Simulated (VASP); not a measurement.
# CoSi2 in VASP: notebook

Runs on CoSi2. Level: PBE. Tasks: single point.

Everything below comes from runs of VASP 6.6.1. Logs are shortened: lines on timing, memory, paths and dates and some standing lists are left out, and cuts for length are marked.

## 1. The cell of the first run

Symmetry: I4/mmm, No. 139, tetragonal system. Conventional cell: a = 3.907 Å, b = 3.907 Å, c = 5.365 Å, α = 90.00°, β = 90.00°, γ = 90.00°. Co (site symmetry 4/mmm) has 8 Si at 2.37 Å within 3.1 Å. Within 3.1 Å of Si (site symmetry -4m2) lie 4 Co at 2.37 Å and 6 Si at 2.68 to 2.76 Å.

## 2. Single point, PBE, collinear spin, ferromagnetic start (equal xx and yy strain of +3 %)

INCAR reads:

```
SYSTEM = CoSi2
ALGO = Normal
EDIFF = 1E-7
ENCUT = 520
GGA = PE
ISIF = 2
ISMEAR = -1
ISPIN = 2
LASPH = .TRUE.
LCHARG = .FALSE.
LMAXMIX = 4
LORBIT = 11
LREAL = .FALSE.
LWAVE = .FALSE.
MAGMOM = 2 0 0
NBANDS = 20
NELM = 150
PREC = Accurate
SIGMA = 0.05
```

KPOINTS reads:

```
k-points
0
G
  11 11 11
  0 0 0
```

POSCAR reads:

```
CoSi2
1.0
    0.0000000000      2.7629750000      2.6825000000
    2.7629750000      0.0000000000      2.6825000000
    2.7629750000      2.7629750000      0.0000000000
Co Si
1 2
Direct
    0.0000000000      0.0000000000      0.0000000000
    0.2500000000      0.2500000000      0.2500000000
    0.7500000000      0.7500000000      0.7500000000
```

Potentials or basis: VASP PAW PBE potentials, release 64 (Co, Si).

Started as:

```
$ cat potpaw_PBE.64/Co/POTCAR potpaw_PBE.64/Si/POTCAR > POTCAR
$ mpirun -np 1 vasp_std > vasp.out
```

OUTCAR:

```text
SYSTEM = CoSi2
   EDIFF = 1E-7
   ENCUT = 520
   GGA = PE
   ISIF = 2
   ISMEAR = -1
   ISPIN = 2
   LASPH = .TRUE.
   LORBIT = 11
   LREAL = .FALSE.
   NELM = 150
   PREC = Accurate

 ion  position               nearest neighbor table
   1  0.000  0.000  0.000-   3 2.37   3 2.37   3 2.37   2 2.37   2 2.37   2 2.37   3 2.37   2 2.37

   2  0.250  0.250  0.250-   1 2.37   1 2.37   1 2.37   1 2.37   3 2.68   3 2.68   3 2.76   3 2.76
                             3 2.76   3 2.76
   3  0.750  0.750  0.750-   1 2.37   1 2.37   1 2.37   1 2.37   2 2.68   2 2.68   2 2.76   2 2.76
                             2 2.76   2 2.76

  LATTYP: Found a body centered tetragonal cell.
 ALAT       =     3.9074367175
 C/A-ratio  =     1.3730228761

  Lattice vectors:

 A1 = (   0.0000000000,  -2.7629750000,  -2.6825000000)
 A2 = (   0.0000000000,   2.7629750000,  -2.6825000000)
 A3 = (   2.7629750000,   0.0000000000,   2.6825000000)

Analysis of symmetry for initial positions (statically):
=====================================================================
 Subroutine PRICEL returns:
 Original cell was already a primitive cell.

 Routine SETGRP: Setting up the symmetry group for a
 body centered tetragonal supercell.

 Subroutine GETGRP returns: Found 16 space group operations
 (whereof 16 operations were pure point group operations)
 out of a pool of 16 trial point group operations.

The static configuration has the point symmetry D_4h.

Analysis of symmetry for dynamics (positions and initial velocities):
=====================================================================
 Subroutine PRICEL returns:
 Original cell was already a primitive cell.

 Routine SETGRP: Setting up the symmetry group for a
 body centered tetragonal supercell.

 Subroutine GETGRP returns: Found 16 space group operations
 (whereof 16 operations were pure point group operations)
 out of a pool of 16 trial point group operations.

The dynamic configuration has the point symmetry D_4h.

Analysis of structural, dynamic, and magnetic symmetry:
=====================================================================
 Subroutine PRICEL returns:
 Original cell was already a primitive cell.

 Routine SETGRP: Setting up the symmetry group for a
 body centered tetragonal supercell.

 Subroutine GETGRP returns: Found 16 space group operations
 (whereof 16 operations were pure point group operations)
 out of a pool of 16 trial point group operations.

The overall configuration has the point symmetry D_4h.

 Subroutine INISYM returns: Found 16 space group operations
 (whereof 16 operations are pure point group operations),
 and found     1 'primitive' translations
[... 119 lines left out ...]
  Fermi-wavevector in a.u.,A,eV,Ry     =   1.221190  2.307715 20.290438  1.491305
  Thomas-Fermi vector in A             =   2.356381
   LORBIT       =     11    0 simple, 1 ext, 2 COOP (PROOUT), +10 PAW based schemes
   GGA     = PE    functional components
   LHFCALC =     F    Hartree Fock is set to
   AEXX    =    0.0000 exact exchange contribution
   IVDW    =     0    specifies the selected vdW correction
   LEPSILON=     F    determine dielectric tensor
   LRPA    =     F    only Hartree local field effects (RPA)
 spin polarized calculation
  energy-cutoff  :      520.00
  volume of cell :       40.96
 maximum number of plane-waves:      1114
 NGX is ok and might be reduce to    30
   NGX = 15   NGY = 15   NGZ = 15

 number of electron      16.9999995 magnetization       0.0000677

 number of electron      16.9999995 magnetization      -0.0000308

 Free energy of the ion-electron system (eV)
  ---------------------------------------------------
  ext. energy  EPLUGINS =         0.00000000
  ---------------------------------------------------
  free energy    TOTEN  =       -19.21362408 eV

  energy without entropy =      -19.20406506  energy(sigma->0) =      -19.20884457

 E-fermi :   9.2380     XC(G=0): -11.4541

 val. band max:        9.2343766861   @ k =  -0.2727   0.0909   0.0000
 cond. band min:       9.2411506132   @ k =   0.2727   0.0909   0.1818
 fundamental gap:      0.0067739271
 Fermi energy:         9.2379617346

 spin component 1

 k-point     1 :       0.0000    0.0000    0.0000
  band No.  band energies     occupation
      1      -3.3906      1.00000
      2       5.3565      1.00000
      3       5.5034      1.00000
      4       5.5034      1.00000
      5       7.4808      1.00000
      6       7.6054      1.00000
[... 541 lines left out ...]
     19      22.5767      0.00000
     20      24.6309      0.00000

 [... further k-points ...]

 spin component 2

 k-point     1 :       0.0000    0.0000    0.0000
  band No.  band energies     occupation
      1      -3.3906      1.00000
      2       5.3565      1.00000
      3       5.5034      1.00000
      4       5.5034      1.00000
      5       7.4807      1.00000
      6       7.6054      1.00000
[... 541 lines left out ...]
     19      22.5767      0.00000
     20      24.6308      0.00000

 [... further k-points ...]
[... 5 lines left out ...]
  --------------------------------------------------------------------------------------
  -------------------------------------------------------------------------------------
  Total       -2.6823506     -2.6823506     -2.0675034      0.0000000     -0.0000000      0.0000000
  in kB     -104.9306794   -104.9306794    -80.8785153      0.0000000     -0.0000000      0.0000000
  external PRESSURE =     -96.9132913 kB  Pullay stress =       0.0000000 kB

 VOLUME and BASIS-vectors are now :
 -----------------------------------------------------------------------------
  energy-cutoff  :      520.00
  volume of cell :       40.96
      direct lattice vectors                 reciprocal lattice vectors
     0.000000000  2.762975000  2.682500000    -0.180964359  0.180964359  0.186393290
     2.762975000  0.000000000  2.682500000     0.180964359 -0.180964359  0.186393290
     2.762975000  2.762975000  0.000000000     0.180964359  0.180964359 -0.186393290

 POSITION                                       TOTAL-FORCE (eV/Angst)
 -----------------------------------------------------------------------------------
      0.00000      0.00000      0.00000         0.000000     -0.000000      0.000000
      1.38149      1.38149      1.34125         0.000000      0.000000     -0.000000
      4.14446      4.14446      4.02375        -0.000000     -0.000000      0.000000
 -----------------------------------------------------------------------------------
    total drift:                                0.000000     -0.000000     -0.000000

  FREE ENERGIE OF THE ION-ELECTRON SYSTEM (eV)
  ---------------------------------------------------
  free  energy   TOTEN  =       -19.2136240808 eV

  energy  without entropy=      -19.2040650553  energy(sigma->0) =      -19.20884457

 total charge

# of ion       s       p       d       tot
------------------------------------------
    1        0.507   0.645   7.532   8.685
    2        0.720   0.833   0.000   1.553
    3        0.720   0.833   0.000   1.553
--------------------------------------------------
tot          1.948   2.311   7.532  11.791

 magnetization (x)

# of ion       s       p       d       tot
------------------------------------------
    1       -0.000  -0.000  -0.000  -0.000
    2        0.000   0.000   0.000   0.000
    3        0.000   0.000   0.000   0.000
--------------------------------------------------
tot          0.000   0.000  -0.000  -0.000
```

stdout:

```text
POSCAR found type information on POSCAR CoSi
 POSCAR found :  2 types and       3 ions
 scaLAPACK will be used
 LDA part: xc-table for (Slater+PW92), standard interpolation
 POSCAR, INCAR and KPOINTS ok, starting setup
 FFT: planning ... GRIDC
 FFT: planning ... GRID_SOFT
 FFT: planning ... GRID
 WAVECAR not read
 entering main loop
```

Wall time 2.4 min (1 thread of AMD EPYC 9R45 (Zen 5), shared host); peak memory 0.27 GiB.

Results:

```yaml
Free_energy: -19.2136 eV
Pressure: -9.7 GPa
Net_moment: 0.00 μB per cell
Valence_electrons_inside_the_program's_atomic_spheres: Co 8.69; Si 1.55
```

Caveat: the cell differs from its parent crystal (equal xx and yy strain of +3 %); the starting moments collapsed, and a magnetic state may lie lower.

## 3. Single point, PBE, collinear spin, ferromagnetic start (equal xy, yz and zx shear strains of -3 %)

INCAR reads:

```
PREC = Accurate
ENCUT = 520
EDIFF = 1E-6
ISMEAR = -1
SIGMA = 0.05
LREAL = F
LASPH = T
NELM = 150
ALGO = Normal
ISIF = 2
LWAVE = F
LCHARG = F
ISPIN = 2
MAGMOM = 2 0 0
LORBIT = 11
LMAXMIX = 4
GGA = PE
NBANDS = 20
```

KPOINTS reads:

```
Automatic mesh
0
Gamma
  11 11 11
```

POSCAR reads:

```
CoSi2
1.0
   -0.0804750000      2.6422625000      2.6422625000
    2.6422625000     -0.0804750000      2.6422625000
    2.6422625000      2.6422625000     -0.0804750000
Co Si
1 2
Direct
    0.0000000000      0.0000000000      0.0000000000
    0.2500000000      0.2500000000      0.2500000000
    0.7500000000      0.7500000000      0.7500000000
```

Potentials or basis: VASP PAW PBE potentials, release 64 (Co, Si).

Started as:

```
$ cat potpaw_PBE.64/Co/POTCAR potpaw_PBE.64/Si/POTCAR > POTCAR
$ mpirun -np 1 vasp_std > vasp.out
```

It took 78 s on 1 thread of Intel Xeon 6975P-C (Granite Rapids), shared host; peak memory 0.29 GiB.

It converged, with:

```yaml
Free_energy: -19.2478 eV
Pressure: -0.1 GPa
Largest_force: 0.509 eV/Å
Net_moment: 0.00 μB per cell
Valence_electrons_inside_the_program's_atomic_spheres: Co 8.85; Si 1.59
```

Forces on the atoms (eV/Å):
```
Co   0.000  0.000  0.000
Si   0.294  0.294  0.294
Si  -0.294 -0.294 -0.294
```

Stress tensor (GPa, compression positive):
```
-0.12  4.89  4.89
 4.89 -0.12  4.89
 4.89  4.89 -0.12
```

Levels at points of the mesh, in eV from the Fermi level:
Spin up:
```
           k point  band 5  band 6  band 7  band 8  band 9  band 10  band 11  band 12  band 13  band 14
(0.00, 0.00, 0.00)   -1.89   -1.89    0.61    3.25    3.25     3.25     3.25     3.66     3.95     5.59
```
Spin down:
```csv
k point,band 5,band 6,band 7,band 8,band 9,band 10,band 11,band 12,band 13,band 14
"(0.00, 0.00, 0.00)",-1.89,-1.89,0.61,3.25,3.25,3.25,3.25,3.66,3.95,5.59
```

Caveat: the cell differs from its parent crystal (equal xy, yz and zx shear strains of -3 %); the starting moments collapsed, and a magnetic state may lie lower.

## 4. Single point, PBE, collinear spin, ferromagnetic start (equal xy, yz and zx shear strains of +2 %)

INCAR is that of step 3.

KPOINTS reads:

```
regular mesh
0
Gamma
  11 11 11
```

POSCAR reads:

```
CoSi2
1.0
    0.0536500000      2.7093250000      2.7093250000
    2.7093250000      0.0536500000      2.7093250000
    2.7093250000      2.7093250000      0.0536500000
Co Si
1 2
Direct
    0.0000000000      0.0000000000      0.0000000000
    0.2500000000      0.2500000000      0.2500000000
    0.7500000000      0.7500000000      0.7500000000
```

Potentials or basis: VASP PAW PBE potentials, release 64 (Co, Si).

Started as:

```
$ cat potpaw_PBE.64/Co/POTCAR potpaw_PBE.64/Si/POTCAR > POTCAR
$ mpirun -np 1 vasp_std > vasp.out
```

OUTCAR:

```text
PREC = Accurate
   ENCUT = 520
   EDIFF = 1E-6
   ISMEAR = -1
   LREAL = F
   LASPH = T
   NELM = 150
   ISIF = 2
   ISPIN = 2
   LORBIT = 11
   GGA = PE

 ion  position               nearest neighbor table
   1  0.000  0.000  0.000-   3 2.31   2 2.31   3 2.31   3 2.31   2 2.31   2 2.31   3 2.37   2 2.37

   2  0.250  0.250  0.250-   1 2.31   1 2.31   1 2.31   1 2.37   3 2.68   3 2.68   3 2.68   3 2.68
                             3 2.68   3 2.68
   3  0.750  0.750  0.750-   1 2.31   1 2.31   1 2.31   1 2.37   2 2.68   2 2.68   2 2.68   2 2.68
                             2 2.68   2 2.68

  LATTYP: Found a trigonal (rhomboedric) cell.
 ALAT       =     3.8319397482
 COS(alpha) =     0.5197000882

  Lattice vectors:

 A1 = (   0.0536500000,   2.7093250000,   2.7093250000)
 A2 = (   2.7093250000,   0.0536500000,   2.7093250000)
 A3 = (   2.7093250000,   2.7093250000,   0.0536500000)

Analysis of symmetry for initial positions (statically):
=====================================================================
 Subroutine PRICEL returns:
 Original cell was already a primitive cell.
[... 757 lines left out ...]
      4       6.0082      1.00000
      5       8.1369      1.00000
      6       8.1369      1.00000
[... 541 lines left out ...]
     19      24.5565      0.00000
     20      26.3381      0.00000

 [... further k-points ...]
[... 5 lines left out ...]
  --------------------------------------------------------------------------------------
  -------------------------------------------------------------------------------------
  Total       -0.1089004     -0.1089004     -0.1089004     -0.6784670     -0.6784670     -0.6784670
  in kB       -4.5208517     -4.5208517     -4.5208517    -28.1656343    -28.1656343    -28.1656343
  external PRESSURE =      -4.5208517 kB  Pullay stress =       0.0000000 kB

 VOLUME and BASIS-vectors are now :
 -----------------------------------------------------------------------------
  energy-cutoff  :      520.00
  volume of cell :       38.59
      direct lattice vectors                 reciprocal lattice vectors
     0.053650000  2.709325000  2.709325000    -0.190121894  0.186430207  0.186430207
     2.709325000  0.053650000  2.709325000     0.186430207 -0.190121894  0.186430207
     2.709325000  2.709325000  0.053650000     0.186430207  0.186430207 -0.190121894

 POSITION                                       TOTAL-FORCE (eV/Angst)
 -----------------------------------------------------------------------------------
      0.00000      0.00000      0.00000        -0.000000     -0.000000      0.000000
      1.36808      1.36808      1.36808        -0.164156     -0.164156     -0.164156
      4.10423      4.10423      4.10423         0.164156      0.164156      0.164156
 -----------------------------------------------------------------------------------
    total drift:                               -0.000000     -0.000000      0.000000

  FREE ENERGIE OF THE ION-ELECTRON SYSTEM (eV)
  ---------------------------------------------------
  free  energy   TOTEN  =       -19.2791898580 eV

  energy  without entropy=      -19.2706111445  energy(sigma->0) =      -19.27490050

 total charge

# of ion       s       p       d       tot
------------------------------------------
    1        0.539   0.715   7.591   8.844
    2        0.717   0.870   0.000   1.587
    3        0.717   0.870   0.000   1.587
--------------------------------------------------
tot          1.973   2.455   7.591  12.019

 magnetization (x)

# of ion       s       p       d       tot
------------------------------------------
    1        0.000   0.000   0.000   0.000
    2        0.000  -0.000   0.000  -0.000
    3        0.000  -0.000   0.000  -0.000
--------------------------------------------------
tot          0.000  -0.000   0.000   0.000
```

Run time: 77 s. Hardware: 1 thread of Intel Xeon 6975P-C (Granite Rapids), shared host; peak memory 0.29 GiB.

What came out:

```
Free energy                                           : -19.2792 eV
Pressure                                              : -0.5 GPa
Largest force                                         : 0.284 eV/Å
Net moment                                            : 0.00 μB per cell
Valence electrons inside the program's atomic spheres : Co 8.84; Si 1.59
```

Forces in eV/Å, atoms in the order of the input:
```
Co   0.000  0.000  0.000
Si  -0.164 -0.164 -0.164
Si   0.164  0.164  0.164
```

Stress tensor (GPa, compression positive):
```
-0.45 -2.82 -2.82
-2.82 -0.45 -2.82
-2.82 -2.82 -0.45
```

Caveat: the cell differs from its parent crystal (equal xy, yz and zx shear strains of +2 %); the starting moments collapsed, and a magnetic state may lie lower.
